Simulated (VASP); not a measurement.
# KMgF3 in VASP: notebook

The runs below take KMgF3 through single point, with PBEsol.

Program: VASP 6.6.1. These are calculated values, not measurements. Logs are shortened: lines on timing, memory, paths and dates and some standing lists are left out, and cuts for length are marked.

### Step 1. The cell of the first run

Symmetry: P4/mmm, No. 123, tetragonal system. The conventional cell has a = 4.105 Å, b = 4.105 Å, c = 4.046 Å, α = 90.00°, β = 90.00°, γ = 90.00°. Within 3.8 Å of K (site symmetry 4/mmm) lie 12 F at 2.88 to 2.90 Å and 8 Mg at 3.54 Å. Within 2.7 Å of Mg (site symmetry 4/mmm) lie 6 F at 2.02 to 2.05 Å. F (site symmetry mmm) has 2 Mg at 2.05 Å within 2.7 Å. F (site symmetry 4/mmm) has 2 Mg at 2.02 Å within 2.7 Å.

### Step 2. Single point, PBEsol (strain +0.030 along x and y, +0.015 along z)

Input file INCAR:

```
  PREC = Accurate
  ENCUT = 520
  EDIFF = 1E-6
  ISMEAR = 0
  SIGMA = 0.05
  LREAL = F
  LASPH = T
  NELM = 100
  ALGO = Normal
  ISIF = 2
  LWAVE = F
  LCHARG = F
  GGA = PS
  NBANDS = 24
```

Input file KPOINTS:

```
Automatic mesh
0
Gamma
  6 6 6
```

Input file POSCAR:

```
KMgF3
1.0
    4.1054770000      0.0000000000      0.0000000000
    0.0000000000      4.1054770000      0.0000000000
    0.0000000000      0.0000000000      4.0456885000
K Mg F
1 1 3
Direct
    0.5000000000      0.5000000000      0.5000000000
    0.0000000000      0.0000000000      0.0000000000
    0.5000000000      0.0000000000      0.0000000000
    0.0000000000      0.5000000000      0.0000000000
    0.0000000000      0.0000000000      0.5000000000
```

Potentials or basis: VASP PAW PBE potentials, release 64 (K_sv, Mg, F).

Command:

```
cat potpaw_PBE.64/K_sv/POTCAR potpaw_PBE.64/Mg/POTCAR potpaw_PBE.64/F/POTCAR > POTCAR
mpirun -np 1 vasp_std > vasp.out
```

OUTCAR:

```text
PREC = Accurate
   ENCUT = 520
   EDIFF = 1E-6
   ISMEAR = 0
   LREAL = F
   LASPH = T
   NELM = 100
   ISIF = 2
   GGA = PS

 ion  position               nearest neighbor table
   1  0.500  0.500  0.500-   2 3.54   2 3.54   2 3.54   2 3.54   2 3.54   2 3.54   2 3.54   2 3.54

   2  0.000  0.000  0.000-   5 2.02   5 2.02   3 2.05   4 2.05   4 2.05   3 2.05   1 3.54   1 3.54
                             1 3.54   1 3.54   1 3.54   1 3.54   1 3.54   1 3.54
   3  0.500  0.000  0.000-   2 2.05   2 2.05
   4  0.000  0.500  0.000-   2 2.05   2 2.05
   5  0.000  0.000  0.500-   2 2.02   2 2.02

  LATTYP: Found a simple tetragonal cell.
 ALAT       =     4.1054770000
 C/A-ratio  =     0.9854368932

  Lattice vectors:

 A1 = (   4.1054770000,   0.0000000000,   0.0000000000)
 A2 = (   0.0000000000,   4.1054770000,   0.0000000000)
 A3 = (   0.0000000000,   0.0000000000,   4.0456885000)

Analysis of symmetry for initial positions (statically):
=====================================================================
 Subroutine PRICEL returns:
 Original cell was already a primitive cell.

 Routine SETGRP: Setting up the symmetry group for a
 simple tetragonal supercell.

 Subroutine GETGRP returns: Found 16 space group operations
 (whereof 16 operations were pure point group operations)
 out of a pool of 16 trial point group operations.

The static configuration has the point symmetry D_4h.

Analysis of symmetry for dynamics (positions and initial velocities):
=====================================================================
 Subroutine PRICEL returns:
 Original cell was already a primitive cell.

 Routine SETGRP: Setting up the symmetry group for a
 simple tetragonal supercell.

 Subroutine GETGRP returns: Found 16 space group operations
 (whereof 16 operations were pure point group operations)
 out of a pool of 16 trial point group operations.

The dynamic configuration has the point symmetry D_4h.

 Subroutine INISYM returns: Found 16 space group operations
 (whereof 16 operations are pure point group operations),
 and found     1 'primitive' translations

----------------------------------------------------------------------------------------

                                     Primitive cell

  volume of cell :      68.1898

  direct lattice vectors                    reciprocal lattice vectors
     4.105477000  0.000000000  0.000000000     0.243577056  0.000000000  0.000000000
     0.000000000  4.105477000  0.000000000     0.000000000  0.243577056  0.000000000
     0.000000000  0.000000000  4.045688500     0.000000000  0.000000000  0.247176717

  length of vectors
     4.105477000  4.105477000  4.045688500     0.243577056  0.243577056  0.247176717

  position of ions in fractional coordinates (direct lattice)
     0.500000000  0.500000000  0.500000000
     0.000000000  0.000000000  0.000000000
     0.500000000  0.000000000  0.000000000
     0.000000000  0.500000000  0.000000000
     0.000000000  0.000000000  0.500000000

  ion indices of the primitive-cell ions
   primitive index   ion index
                 1           1
                 2           2
                 3           3
                 4           4
                 5           5

----------------------------------------------------------------------------------------

 KPOINTS: Automatic mesh

Automatic generation of k-mesh.
 Grid dimensions read from file:
 generate k-points for:    6    6    6

 Generating k-lattice:

  Cartesian coordinates                     Fractional coordinates (reciprocal lattice)
     0.040596176  0.000000000  0.000000000     0.166666667  0.000000000  0.000000000
     0.000000000  0.040596176  0.000000000     0.000000000  0.166666667  0.000000000
     0.000000000  0.000000000  0.041196119     0.000000000  0.000000000  0.166666667

  Length of vectors
     0.040596176  0.040596176  0.041196119

  Shift w.r.t. Gamma in fractional coordinates (k-lattice)
     0.000000000  0.000000000  0.000000000

 Subroutine IBZKPT returns following result:
 ===========================================

 Found     40 irreducible k-points:

 Following reciprocal coordinates:
            Coordinates               Weight
  0.000000  0.000000  0.000000      1.000000
  0.166667  0.000000  0.000000      4.000000
  0.333333  0.000000  0.000000      4.000000
  0.500000  0.000000  0.000000      2.000000
  0.166667  0.166667  0.000000      4.000000
  0.333333  0.166667  0.000000      8.000000
[... 16 lines left out ...]
  0.333333  0.000000  0.333333      8.000000
  0.500000  0.000000  0.333333      4.000000
 [... further k-points ...]
   k-points           NKPTS =     40   k-points in BZ     NKDIM =     40   number of bands    NBANDS=     24
   number of dos      NEDOS =    301   number of ions     NIONS =      5
   total plane-waves  NPLWV =  30720
   dimension x,y,z NGX =    32 NGY =   32 NGZ =   30
   dimension x,y,z NGXF=    64 NGYF=   64 NGZF=   60
   ions per type =               1   1   3
   NGX,Y,Z   is equivalent  to a cutoff of  12.96, 12.96, 12.33 a.u.
   NGXF,Y,Z  is equivalent  to a cutoff of  25.92, 25.92, 24.66 a.u.
 SYSTEM =  unknown system
   PREC   = accura    normal or accurate (medium, high low for compatibility)
   ISTART =      0    job   : 0-new  1-cont  2-samecut
   ICHARG =      2    charge: 1-file 2-atom 10-const
   ISPIN  =      1    spin polarized calculation?
   LNONCOLLINEAR =      F non collinear calculations
   LSORBIT =      F    spin-orbit coupling
   LASPH  =      T    aspherical Exc in radial PAW
   ENCUT  =  520.0 eV  38.22 Ry    6.18 a.u.   7.63  7.63  7.52*2*pi/ulx,y,z
   NELM   =    100;   NELMIN=  2; NELMDL= -5     # of ELM steps
   EDIFF  = 0.1E-05   stopping-criterion for ELM
   LREAL  =      F    real-space projection
   EDIFFG = 0.1E-04   stopping-criterion for IOM
   NSW    =      0    number of steps for IOM
   IBRION =     -1    ionic relax: 0-MD 1-quasi-New 2-CG
   NFREE  =      0    steps in history (QN), initial steepest desc. (CG)
   ISIF   =      2    stress and relaxation
   ISYM   =      2    0-nonsym 1-usesym 2-fastsym
   POTIM  = 0.5000    time-step for ionic-motion
   TEBEG  =    0.0;   TEEND  =   0.0 temperature during run
   PSTRESS=    0.0 pullay stress
   NELECT =      32.0000    total number of electrons
   NUPDOWN=      -1.0000    fix difference up-down
   EMIN   =  10.00;   EMAX   =-10.00  energy-range for DOS
   EFERMI =   0.00;   METHOD = LEGACY
   ISMEAR =     0;   SIGMA  =   0.05  broadening in eV -4-tet -1-fermi 0-gaus
   EFERMI_NEDOS =   21; number of points for ismear=-14 and -15
   IALGO  =     38    algorithm
   IMIX   =      4    mixing-type and parameters
     AMIX     =   0.40;   BMIX     =  1.00
     AMIX_MAG =   1.60;   BMIX_MAG =  1.00
  volume/ion in A,a.u.               =      13.64        92.03
  Fermi-wavevector in a.u.,A,eV,Ry     =   1.272189  2.404088 22.020547  1.618465
  Thomas-Fermi vector in A             =   2.405081
   LORBIT       =      0    0 simple, 1 ext, 2 COOP (PROOUT), +10 PAW based schemes
   GGA     = PS    functional components
   LHFCALC =     F    Hartree Fock is set to
   AEXX    =    0.0000 exact exchange contribution
   IVDW    =     0    specifies the selected vdW correction
   LEPSILON=     F    determine dielectric tensor
   LRPA    =     F    only Hartree local field effects (RPA)
 non-spin polarized calculation
 Gauss-broadening in eV      SIGMA  =   0.05
  energy-cutoff  :      520.00
  volume of cell :       68.19
 maximum number of plane-waves:      1859
 NGX is ok and might be reduce to    32
   NGX = 15   NGY = 15   NGZ = 15

 number of electron      32.0000020 magnetization

 Free energy of the ion-electron system (eV)
  ---------------------------------------------------
  ext. energy  EPLUGINS =         0.00000000
  ---------------------------------------------------
  free energy    TOTEN  =       -25.19298381 eV

  energy without entropy =      -25.19298381  energy(sigma->0) =      -25.19298381

 E-fermi :  -1.7809     XC(G=0):  -9.5660

 val. band max:       -2.0552449400   @ k =   0.5000   0.5000   0.5000
 cond. band min:       4.5432140246   @ k =   0.0000   0.0000   0.0000
 fundamental gap:      6.5984589645
 Fermi energy:        -1.7809014411

 k-point     1 :       0.0000    0.0000    0.0000
  band No.  band energies     occupation
      1     -27.6910      2.00000
      2     -21.8839      2.00000
      3     -21.3235      2.00000
      4     -21.2844      2.00000
      5     -11.2472      2.00000
      6     -11.2472      2.00000
[... 16 lines left out ...]
     23      10.9830      0.00000
     24      13.7156      0.00000

 k-point     2 :       0.1667    0.0000    0.0000
  band No.  band energies     occupation
      1     -27.6863      2.00000
      2     -21.8583      2.00000
      3     -21.3351      2.00000
      4     -21.3007      2.00000
      5     -11.2463      2.00000
      6     -11.2371      2.00000
[... 16 lines left out ...]
     23      10.9744      0.00000
     24      13.6450      0.00000

 k-point     3 :       0.3333    0.0000    0.0000
  band No.  band energies     occupation
      1     -27.6771      2.00000
      2     -21.7958      2.00000
      3     -21.3971      2.00000
      4     -21.3066      2.00000
      5     -11.2443      2.00000
      6     -11.2169      2.00000
[... 16 lines left out ...]
     23      11.0824      0.00000
     24      13.3948      0.00000

 k-point     4 :       0.5000    0.0000    0.0000
  band No.  band energies     occupation
      1     -27.6724      2.00000
      2     -21.7549      2.00000
      3     -21.4411      2.00000
      4     -21.3058      2.00000
      5     -11.2434      2.00000
      6     -11.2066      2.00000
[... 16 lines left out ...]
     23      11.8047      0.00000
     24      12.5623      0.00000

 k-point     5 :       0.1667    0.1667    0.0000
  band No.  band energies     occupation
      1     -27.6820      2.00000
      2     -21.8314      2.00000
      3     -21.3355      2.00000
      4     -21.3279      2.00000
      5     -11.2602      2.00000
      6     -11.2249      2.00000
[... 16 lines left out ...]
     23      11.0170      0.00000
     24      13.0892      0.00000

 k-point     6 :       0.3333    0.1667    0.0000
  band No.  band energies     occupation
      1     -27.6733      2.00000
      2     -21.7661      2.00000
      3     -21.3992      2.00000
      4     -21.3303      2.00000
      5     -11.2641      2.00000
      6     -11.2244      2.00000
[... 16 lines left out ...]
     23      11.1900      0.00000
     24      12.7431      0.00000
[... 379 lines left out ...]
 k-point    21 :       0.0000    0.0000    0.3333
  band No.  band energies     occupation
      1     -27.6754      2.00000
      2     -21.7670      2.00000
      3     -21.4496      2.00000
      4     -21.2779      2.00000
      5     -11.2458      2.00000
      6     -11.2134      2.00000
[... 16 lines left out ...]
     23      11.1294      0.00000
     24      13.5561      0.00000

 k-point    22 :       0.1667    0.0000    0.3333
  band No.  band energies     occupation
      1     -27.6718      2.00000
      2     -21.7394      2.00000
      3     -21.4503      2.00000
      4     -21.3007      2.00000
      5     -11.2675      2.00000
      6     -11.2227      2.00000
[... 16 lines left out ...]
     23      11.2414      0.00000
     24      12.8400      0.00000

 k-point    23 :       0.3333    0.0000    0.3333
  band No.  band energies     occupation
      1     -27.6644      2.00000
      2     -21.6727      2.00000
      3     -21.4512      2.00000
      4     -21.3571      2.00000
      5     -11.2951      2.00000
      6     -11.2566      2.00000
[... 16 lines left out ...]
     23      11.4927      0.00000
     24      12.0956      0.00000

 k-point    24 :       0.5000    0.0000    0.3333
  band No.  band energies     occupation
      1     -27.6607      2.00000
      2     -21.6277      2.00000
      3     -21.4510      2.00000
      4     -21.3972      2.00000
      5     -11.2942      2.00000
      6     -11.2882      2.00000
[... 16 lines left out ...]
     23      11.7378      0.00000
     24      12.2052      0.00000

 [... further k-points ...]

------------------------ aborting loop because EDIFF is reached ----------------------------------------

  FORCE on cell =-STRESS in cart. coord.  units (eV):
  Direction    XX          YY          ZZ          XY          YZ          ZX
  --------------------------------------------------------------------------------------
  -------------------------------------------------------------------------------------
  Total       -2.1541479     -2.1541479     -1.7002513      0.0000000     -0.0000000      0.0000000
  in kB      -50.6135049    -50.6135049    -39.9488253      0.0000000     -0.0000000      0.0000000
  external PRESSURE =     -47.0586117 kB  Pullay stress =       0.0000000 kB

 VOLUME and BASIS-vectors are now :
 -----------------------------------------------------------------------------
  energy-cutoff  :      520.00
  volume of cell :       68.19
      direct lattice vectors                 reciprocal lattice vectors
     4.105477000  0.000000000  0.000000000     0.243577056  0.000000000  0.000000000
     0.000000000  4.105477000  0.000000000     0.000000000  0.243577056  0.000000000
     0.000000000  0.000000000  4.045688500     0.000000000  0.000000000  0.247176717

 POSITION                                       TOTAL-FORCE (eV/Angst)
 -----------------------------------------------------------------------------------
      2.05274      2.05274      2.02284         0.000000      0.000000      0.000000
      0.00000      0.00000      0.00000         0.000000      0.000000      0.000000
      2.05274      0.00000      0.00000         0.000000      0.000000      0.000000
      0.00000      2.05274      0.00000         0.000000      0.000000      0.000000
      0.00000      0.00000      2.02284         0.000000      0.000000      0.000000
 -----------------------------------------------------------------------------------
    total drift:                                0.000000      0.000000     -0.000000

  FREE ENERGIE OF THE ION-ELECTRON SYSTEM (eV)
  ---------------------------------------------------
  free  energy   TOTEN  =       -25.1929838126 eV

  energy  without entropy=      -25.1929838126  energy(sigma->0) =      -25.19298381
```

Run time: 40 s. Hardware: 1 thread of Intel Xeon Platinum 8488C (Sapphire Rapids), shared host; peak memory 0.22 GiB.

What came out:

```yaml
Free_energy: -25.1930 eV
Pressure: -4.7 GPa
Band_gap_on_the_k_mesh: 6.60 eV (least direct gap 6.92 eV)
```

Caveat: the cell differs from its parent crystal (strain +0.030 along x and y, +0.015 along z); the cell stands under tension; the PAW data sets were made with another functional, which shifts forces and pressure a little. A k mesh can miss the band edges.

(Continued in part 2 of 2.)
